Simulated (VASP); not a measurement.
# Al (P6_3/mmc) in VASP: density of states with PBE

Aim: the density of states of Al with PBE.

Everything below comes from runs of VASP 6.6.1. Logs are shortened: lines on timing, memory, paths and dates and some standing lists are left out, and cuts for length are marked.

**1. The cell of the first run**

The structure is hexagonal, space group P6_3/mmc (No. 194). Conventional cell: a = 2.840 Å, b = 2.840 Å, c = 9.474 Å, α = 90.00°, β = 90.00°, γ = 120.00°. Al (site symmetry -3m) has 12 Al at 2.84 to 2.88 Å within 3.7 Å. Within 3.7 Å of Al (site symmetry -6m2) lie 12 Al at 2.84 to 2.88 Å.

**2. Density of states, PBE**

File POSCAR:

```
Al
1.0
    2.8404580116      0.0000000000      0.0000000000
   -1.4202290058      2.4599087964      0.0000000000
    0.0000000000      0.0000000000      9.4741743259
Al
4
Direct
    0.0000000000      0.0000000000      0.0000000000
    0.0000000000      0.0000000000      0.5000000000
    0.3333333333      0.6666666667      0.2500000000
    0.6666666667      0.3333333333      0.7500000000
```

File INCAR.step1:

```
SYSTEM = Al
ALGO     = Normal         ! electronic algorithm
EDIFF    = 1E-7           ! SCF threshold, eV
ENCUT    = 520            ! plane-wave cutoff, eV
GGA      = PE             ! functional
ISIF     = 2              ! what is computed and relaxed
ISMEAR   = -1             ! smearing method
LASPH    = .True.         ! aspherical terms in the spheres
LCHARG   = .True.         ! write CHGCAR
LREAL    = .False.        ! projectors in reciprocal space
LWAVE    = .False.        ! write WAVECAR
NBANDS   = 14             ! bands
NELM     = 80             ! most SCF steps
PREC     = Accurate       ! precision mode
SIGMA    = 0.08           ! smearing width, eV
```

File KPOINTS.step1:

```
k-points
0
Gamma
  14 14 4
  0 0 0
```

File INCAR.step2:

```
SYSTEM = Al
ALGO     = Normal         ! electronic algorithm
EDIFF    = 1E-7           ! SCF threshold, eV
ENCUT    = 520            ! plane-wave cutoff, eV
GGA      = PE             ! functional
ICHARG   = 11             ! starting density
ISIF     = 2              ! what is computed and relaxed
ISMEAR   = -5             ! smearing method
LASPH    = .True.         ! aspherical terms in the spheres
LCHARG   = .False.        ! write CHGCAR
LORBIT   = 11             ! projections on sites
LREAL    = .False.        ! projectors in reciprocal space
LWAVE    = .False.        ! write WAVECAR
NEDOS    = 2001           ! points of the DOS
NELM     = 80             ! most SCF steps
PREC     = Accurate       ! precision mode
SIGMA    = 0.08           ! smearing width, eV
```

File KPOINTS.step2:

```
k-points
0
Gamma
  21 21 6
  0 0 0
```

Potentials or basis: VASP PAW PBE potentials, release 64 (Al).

Run with:

```
$ cat potpaw_PBE.64/Al/POTCAR > POTCAR
$ cp INCAR.step1 INCAR
$ cp KPOINTS.step1 KPOINTS
$ mpirun -np 1 vasp_std > vasp.out
$ cp INCAR.step2 INCAR
$ cp KPOINTS.step2 KPOINTS
$ mpirun -np 1 vasp_std > vasp.out
```

OUTCAR:

```text
SYSTEM = Al
   EDIFF = 1E-7
   ENCUT = 520
   GGA = PE
   ICHARG = 11
   ISIF = 2
   ISMEAR = -5
   LASPH = .True.
   LORBIT = 11
   LREAL = .False.
   NELM = 80
   PREC = Accurate

 ion  position               nearest neighbor table
   1  0.000  0.000  0.000-   3 2.88   4 2.88   3 2.88   4 2.88   4 2.88   3 2.88
   2  0.000  0.000  0.500-   3 2.88   4 2.88   3 2.88   4 2.88   4 2.88   3 2.88
   3  0.333  0.667  0.250-   1 2.88   2 2.88   1 2.88   2 2.88   1 2.88   2 2.88
   4  0.667  0.333  0.750-   1 2.88   2 2.88   1 2.88   2 2.88   1 2.88   2 2.88

  LATTYP: Found a hexagonal cell.
 ALAT       =     2.8404580116
 C/A-ratio  =     3.3354389634

  Lattice vectors:

 A1 = (   2.8404580116,   0.0000000000,   0.0000000000)
 A2 = (  -1.4202290058,   2.4599087964,   0.0000000000)
 A3 = (   0.0000000000,   0.0000000000,   9.4741743259)

Analysis of symmetry for initial positions (statically):
=====================================================================
 Subroutine PRICEL returns:
 Original cell was already a primitive cell.

 Routine SETGRP: Setting up the symmetry group for a
 hexagonal supercell.

 Subroutine GETGRP returns: Found 24 space group operations
 (whereof 12 operations were pure point group operations)
 out of a pool of 24 trial point group operations.

The static configuration has the point symmetry D_3d.
 The point group associated with its full space group is D_6h.

Analysis of symmetry for dynamics (positions and initial velocities):
=====================================================================
 Subroutine PRICEL returns:
 Original cell was already a primitive cell.

 Routine SETGRP: Setting up the symmetry group for a
 hexagonal supercell.

 Subroutine GETGRP returns: Found 24 space group operations
 (whereof 12 operations were pure point group operations)
 out of a pool of 24 trial point group operations.

The dynamic configuration has the point symmetry D_3d.
 The point group associated with its full space group is D_6h.

 Subroutine INISYM returns: Found 24 space group operations
 (whereof 12 operations are pure point group operations),
 and found     1 'primitive' translations

----------------------------------------------------------------------------------------

                                     Primitive cell

  volume of cell :      66.1986

  direct lattice vectors                    reciprocal lattice vectors
     2.840458012  0.000000000  0.000000000     0.352055899  0.203259568  0.000000000
    -1.420229006  2.459908796  0.000000000     0.000000000  0.406519137  0.000000000
     0.000000000  0.000000000  9.474174326     0.000000000  0.000000000  0.105550095

  length of vectors
     2.840458012  2.840458012  9.474174326     0.406519137  0.406519137  0.105550095

  position of ions in fractional coordinates (direct lattice)
     0.000000000  0.000000000  0.000000000
     0.000000000  0.000000000  0.500000000
     0.333333333  0.666666667  0.250000000
     0.666666667  0.333333333  0.750000000

  ion indices of the primitive-cell ions
   primitive index   ion index
                 1           1
                 2           2
                 3           3
                 4           4

----------------------------------------------------------------------------------------

 KPOINTS: k-points

Automatic generation of k-mesh.
 Grid dimensions read from file:
 generate k-points for:   21   21    6

 Generating k-lattice:

  Cartesian coordinates                     Fractional coordinates (reciprocal lattice)
     0.016764567  0.009679027  0.000000000     0.047619048 -0.000000000  0.000000000
     0.000000000  0.019358054  0.000000000     0.000000000  0.047619048  0.000000000
     0.000000000  0.000000000  0.017591682     0.000000000  0.000000000  0.166666667

  Length of vectors
     0.019358054  0.019358054  0.017591682

  Shift w.r.t. Gamma in fractional coordinates (k-lattice)
     0.000000000  0.000000000  0.000000000

 TETIRR: Found   2688 inequivalent tetrahedra from    15876

 Subroutine IBZKPT returns following result:
 ===========================================

 Found    192 irreducible k-points:

 Following reciprocal coordinates:
            Coordinates               Weight
  0.000000  0.000000  0.000000      1.000000
  0.047619 -0.000000  0.000000      6.000000
  0.095238  0.000000  0.000000      6.000000
  0.142857 -0.000000  0.000000      6.000000
  0.190476  0.000000  0.000000      6.000000
  0.238095 -0.000000  0.000000      6.000000
[... 16 lines left out ...]
  0.142857  0.095238  0.000000     12.000000
  0.190476  0.095238  0.000000     12.000000
 [... further k-points ...]
   k-points           NKPTS =    192   k-points in BZ     NKDIM =    192   number of bands    NBANDS=     10
   number of dos      NEDOS =   2001   number of ions     NIONS =      4
   total plane-waves  NPLWV =  40320
   dimension x,y,z NGX =    24 NGY =   24 NGZ =   70
   dimension x,y,z NGXF=    48 NGYF=   48 NGZF=  140
   ions per type =               4
   NGX,Y,Z   is equivalent  to a cutoff of  14.05, 14.05, 12.28 a.u.
   NGXF,Y,Z  is equivalent  to a cutoff of  28.09, 28.09, 24.57 a.u.
 SYSTEM =  Al
   PREC   = accura    normal or accurate (medium, high low for compatibility)
   ISTART =      0    job   : 0-new  1-cont  2-samecut
   ICHARG =     11    charge: 1-file 2-atom 10-const
   ISPIN  =      1    spin polarized calculation?
   LNONCOLLINEAR =      F non collinear calculations
   LSORBIT =      F    spin-orbit coupling
   LASPH  =      T    aspherical Exc in radial PAW
   ENCUT  =  520.0 eV  38.22 Ry    6.18 a.u.   5.28  5.28 17.62*2*pi/ulx,y,z
   NELM   =     80;   NELMIN=  2; NELMDL=  0     # of ELM steps
   EDIFF  = 0.1E-06   stopping-criterion for ELM
   LREAL  =      F    real-space projection
   EDIFFG = 0.1E-05   stopping-criterion for IOM
   NSW    =      0    number of steps for IOM
   IBRION =     -1    ionic relax: 0-MD 1-quasi-New 2-CG
   NFREE  =      0    steps in history (QN), initial steepest desc. (CG)
   ISIF   =      2    stress and relaxation
   ISYM   =      2    0-nonsym 1-usesym 2-fastsym
   POTIM  = 0.5000    time-step for ionic-motion
   TEBEG  =    0.0;   TEEND  =   0.0 temperature during run
   PSTRESS=    0.0 pullay stress
   NELECT =      12.0000    total number of electrons
   NUPDOWN=      -1.0000    fix difference up-down
   EMIN   =  10.00;   EMAX   =-10.00  energy-range for DOS
   EFERMI =   0.00;   METHOD = LEGACY
   ISMEAR =    -5;   SIGMA  =   0.08  broadening in eV -4-tet -1-fermi 0-gaus
   EFERMI_NEDOS =   21; number of points for ismear=-14 and -15
   IALGO  =     38    algorithm
   IMIX   =      4    mixing-type and parameters
     AMIX     =   0.40;   BMIX     =  1.00
     AMIX_MAG =   1.60;   BMIX_MAG =  1.00
  volume/ion in A,a.u.               =      16.55       111.68
  Fermi-wavevector in a.u.,A,eV,Ry     =   0.926515  1.750859 11.679643  0.858430
  Thomas-Fermi vector in A             =   2.052485
   LORBIT       =     11    0 simple, 1 ext, 2 COOP (PROOUT), +10 PAW based schemes
   GGA     = PE    functional components
   LHFCALC =     F    Hartree Fock is set to
   AEXX    =    0.0000 exact exchange contribution
   IVDW    =     0    specifies the selected vdW correction
   LEPSILON=     F    determine dielectric tensor
   LRPA    =     F    only Hartree local field effects (RPA)
 non-spin polarized calculation
 Fermi weights with tetrahedron method with Bloechl corrections
  energy-cutoff  :      520.00
  volume of cell :       66.20
 maximum number of plane-waves:      1809
 NGX is ok and might be reduce to    24

 number of electron      12.0000000 magnetization

 Free energy of the ion-electron system (eV)
  ---------------------------------------------------
  ext. energy  EPLUGINS =         0.00000000
  ---------------------------------------------------
  free energy    TOTEN  =       -14.93093897 eV

  energy without entropy =      -14.93093897  energy(sigma->0) =      -14.93093897

 E-fermi :   7.9831     XC(G=0): -10.1863

 val. band max:        8.1970746205   @ k =   0.1905   0.0952   0.5000
 cond. band min:       7.7457993606   @ k =   0.3810   0.0000   0.0000
 fundamental gap:     -0.4512752599
 Fermi energy:         7.9830993019

 k-point     1 :       0.0000    0.0000    0.0000
  band No.  band energies     occupation
      1      -3.1464      2.00000
      2      -1.5108      2.00000
      3      -1.5025      2.00000
      4       3.2807      2.00000
      5       3.3351      2.00000
      6      11.0124      0.00000
      7      11.0220      0.00000
      8      18.9363      0.00000
      9      18.9517      0.00000
     10      19.1029      0.00000

 k-point     2 :       0.0476   -0.0000    0.0000
  band No.  band energies     occupation
      1      -3.0910      2.00000
      2      -1.4560      2.00000
      3      -1.4477      2.00000
      4       3.3322      2.00000
      5       3.3894      2.00000
      6      11.0583      0.00000
      7      11.0693      0.00000
      8      17.5837      0.00000
      9      18.0700      0.00000
     10      18.9462      0.00000

 k-point     3 :       0.0952    0.0000    0.0000
  band No.  band energies     occupation
      1      -2.9247      2.00000
      2      -1.2916      2.00000
      3      -1.2833      2.00000
      4       3.4868      2.00000
      5       3.5519      2.00000
      6      11.1929      0.00000
      7      11.2092      0.00000
      8      15.8350      0.00000
      9      17.1755      0.00000
     10      17.2482      0.00000
[... 248 lines left out ...]
 k-point    23 :       0.1429    0.0952    0.0000
  band No.  band energies     occupation
      1      -2.0964      2.00000
      2      -0.4724      2.00000
      3      -0.4646      2.00000
      4       4.2591      2.00000
      5       4.3544      2.00000
      6      11.5982      0.00000
      7      11.8280      0.00000
      8      12.6632      0.00000
      9      13.5423      0.00000
     10      13.8208      0.00000

 k-point    24 :       0.1905    0.0952    0.0000
  band No.  band energies     occupation
      1      -1.6017      2.00000
      2       0.0167      2.00000
      3       0.0242      2.00000
      4       4.7217      2.00000
      5       4.8253      2.00000
      6      10.5788      0.00000
      7      11.7552      0.00000
      8      12.1454      0.00000
      9      12.2663      0.00000
     10      12.7283      0.00000

 [... further k-points ...]
[... 5 lines left out ...]
  --------------------------------------------------------------------------------------
  -------------------------------------------------------------------------------------
  Total        0.0943648      0.0943648     -0.3336590      0.0000000     -0.0000000     -0.0000000
  in kB        2.2838733      2.2838733     -8.0754116      0.0000000     -0.0000000     -0.0000000
  external PRESSURE =      -1.1692217 kB  Pullay stress =       0.0000000 kB

 VOLUME and BASIS-vectors are now :
 -----------------------------------------------------------------------------
  energy-cutoff  :      520.00
  volume of cell :       66.20
      direct lattice vectors                 reciprocal lattice vectors
     2.840458012  0.000000000  0.000000000     0.352055899  0.203259568  0.000000000
    -1.420229006  2.459908796  0.000000000     0.000000000  0.406519137  0.000000000
     0.000000000  0.000000000  9.474174326     0.000000000  0.000000000  0.105550095

 POSITION                                       TOTAL-FORCE (eV/Angst)
 -----------------------------------------------------------------------------------
      0.00000      0.00000      0.00000         0.000000      0.000000      0.000000
      0.00000      0.00000      4.73709         0.000000      0.000000      0.000000
     -0.00000      1.63994      2.36854        -0.000000      0.000000     -0.000000
      1.42023      0.81997      7.10563        -0.000000      0.000000      0.000000
 -----------------------------------------------------------------------------------
    total drift:                               -0.000000      0.000000      0.000000

  FREE ENERGIE OF THE ION-ELECTRON SYSTEM (eV)
  ---------------------------------------------------
  free  energy   TOTEN  =       -14.9309389657 eV

  energy  without entropy=      -14.9309389657  energy(sigma->0) =      -14.93093897

 total charge

# of ion       s       p       d       tot
------------------------------------------
    1        0.434   0.331   0.000   0.766
    2        0.434   0.331   0.000   0.766
    3        0.428   0.340   0.000   0.768
    4        0.428   0.340   0.000   0.768
--------------------------------------------------
tot          1.725   1.342   0.000   3.067
```

Run time: 54 s. Hardware: 1 thread of Intel Xeon 6975P-C (Granite Rapids), shared host; peak memory 0.24 GiB.

What came out:

```
Valence electrons inside the program's atomic spheres : Al 0.77
```

Levels at points of the mesh, in eV from the Fermi level:
| k point | band 3 | band 4 | band 5 | band 6 | band 7 | band 8 | band 9 | band 10 |
| --- | --- | --- | --- | --- | --- | --- | --- | --- |
| (0.00, 0.00, 0.00) | -9.49 | -4.70 | -4.65 | 3.03 | 3.04 | 10.95 | 10.97 | 11.12 |
| (0.00, 0.00, 0.50) | -7.47 | -7.47 | -1.16 | -1.16 | 7.78 | 7.78 | 11.27 | 11.27 |

Caveat: tetrahedron occupations give inexact forces and stress in metals.
